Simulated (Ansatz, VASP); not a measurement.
**One calculation of Ti3Se, two programs**

File INCAR:

```
SYSTEM = Ti3Se
PREC = Accurate
ENCUT = 520
EDIFF = 1E-7
ISMEAR = -1
SIGMA = 0.05
LREAL = .FALSE.
LASPH = .TRUE.
NELM = 150
ALGO = Normal
ISIF = 2
LWAVE = .FALSE.
LCHARG = .FALSE.
LMAXMIX = 4
LDAU = .TRUE.
LDAUTYPE = 2
LDAUL = -1 2
LDAUU = 0 2
LDAUJ = 0 0
LDAUPRINT = 1
GGA = PS
NBANDS = 29
```

The input KPOINTS:

```
Automatic mesh
0
G
  10 10 4
  0 0 0
```

File POSCAR:

```
Ti3Se
1.0
    3.1974455988      0.0000000000      0.0000000000
   -1.5987227994      2.7690691158      0.0000000000
    0.0000000000      0.0000000000      7.9427450000
Se Ti
1 3
Direct
    0.0000000000      0.0000000000      0.0000000000
    0.6666666667      0.3333333333      0.5000000000
    0.3333333333      0.6666666667      0.7729020000
    0.3333333333      0.6666666667      0.2270980000
```

The input input.yaml:

```yaml
crystal:
  lattice:
    - [3.1974455988, 0.0, 0.0]
    - [-1.5987227994, 2.7690691158, 0.0]
    - [0.0, 0.0, 7.942745]
  atoms:
    - { symbol: Se, position: [0.0, 0.0, 0.0] }
    - { symbol: Ti, position: [0.6666666667, 0.3333333333, 0.5] }
    - { symbol: Ti, position: [0.3333333333, 0.6666666667, 0.772902] }
    - { symbol: Ti, position: [0.3333333333, 0.6666666667, 0.227098] }
hamiltonian:
  xc: pbesol
  pseudopotentials: { kind: paw }
  hubbard: { sites: [{ species: Ti, l: d, u_eff: 2.0 }] }
kpoints:
  mp_grid: { grid: [10, 10, 4] }
  band_path:
    path:
      - [[0.0, 0.0, 0.0], [0.5, 0.0, 0.0], [0.3333333333, 0.3333333333, 0.0], [0.0, 0.0, 0.0], [0.0, 0.0, 0.5], [0.5, 0.0, 0.5], [0.3333333333, 0.3333333333, 0.5], [0.0, 0.0, 0.5]]
      - [[0.5, 0.0, 0.5], [0.5, 0.0, 0.0]]
      - [[0.3333333333, 0.3333333333, 0.0], [0.3333333333, 0.3333333333, 0.5]]
    npoints: 14
scf:
  occupations: { method: fermi_dirac, width: 0.05 }
  n_extra_bands: 10
output:
  forces: true
  stress: true
  eigenvalues: true
  fatbands: false
  write_density: true
  write_potential: true
  elf: true
  volumetric_format: npy
```

Alike in both runs: functional PBEsol; k mesh 10 × 10 × 4; occupations fermi-dirac, width 0.05 eV; no spin polarisation; Hubbard terms Ti d U = 2.0 eV.

|  | VASP | Ansatz |
| --- | --- | --- |
| version | VASP 6.6.1 | Ansatz 0.2.0 |
| potentials or method | VASP PAW PBE potentials, release 64 (Se, Ti_sv) | Ansatz PAW |
| plane-wave cutoff (eV) | 520 | 420 |
| valence electrons in the cell | 42 | 52 |
| task | single point | band structure |

```tsv
	VASP	Ansatz	Ansatz less VASP
gap on the k mesh at the Fermi level (eV)	none	none	-
pressure (GPa)	-1.2	-2.2	-0.97
traceless stress, the component that is largest in VASP (GPa)	0.74	0.49	-0.251
rms of the force components (eV/Å)	0.040	0.031	-0.0090
```

VASP's potentials were made for PBE, not for PBEsol. The programs project onto different local orbitals, so the same U acts differently, and such runs can settle in different states. Atom by atom the forces differ by 0.009 eV/Å (rms over components). A gap of «none» marks a metal or a gap that the smearing closes. VASP's potentials hold 42 valence electrons a cell and Ansatz's 52, so a difference there can come from the potentials and not from the codes.
